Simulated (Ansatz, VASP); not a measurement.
## One calculation of Pd, two programs

```xyz
4
Lattice="2.9944 0.0000 0.0000 -1.4972 2.5932 0.0000 0.0000 0.0000 7.9100" Properties=species:S:1:pos:R:3 pbc="T T T"
Pd    0.0000    0.0000    0.0000
Pd    0.0000    1.7288    1.9775
Pd    0.0000    0.0000    3.9550
Pd    1.4972    0.8644    5.9325
```

Alike in both runs: task single point; functional PBE; k mesh 24 × 24 × 6; occupations gaussian, width 0.15 eV; no spin polarisation.

|  | VASP | Ansatz |
| --- | --- | --- |
| version | VASP 6.6.1 | Ansatz 0.2.0 |
| potentials or method | VASP PAW PBE potentials, release 64 (Pd), cutoff 520 eV | scalar-relativistic, plane waves, PAW |
| valence electrons in the cell | 40 | 72 |

|  | VASP | Ansatz | Ansatz less VASP |
| --- | --- | --- | --- |
| gap on the k mesh at the Fermi level (eV) | none | none | - |
| pressure (GPa) | 6.8 | 7.2 | +0.36 |
| traceless stress, the component that is largest in VASP (GPa) | 13.87 | 14.05 | +0.184 |

A gap of «none» marks a metal or a gap that the smearing closes. The functional is the same, so the differences come from potentials, cutoffs and numerics. VASP's potentials hold 40 valence electrons a cell and Ansatz's 72, so a difference there can come from the potentials and not from the codes.
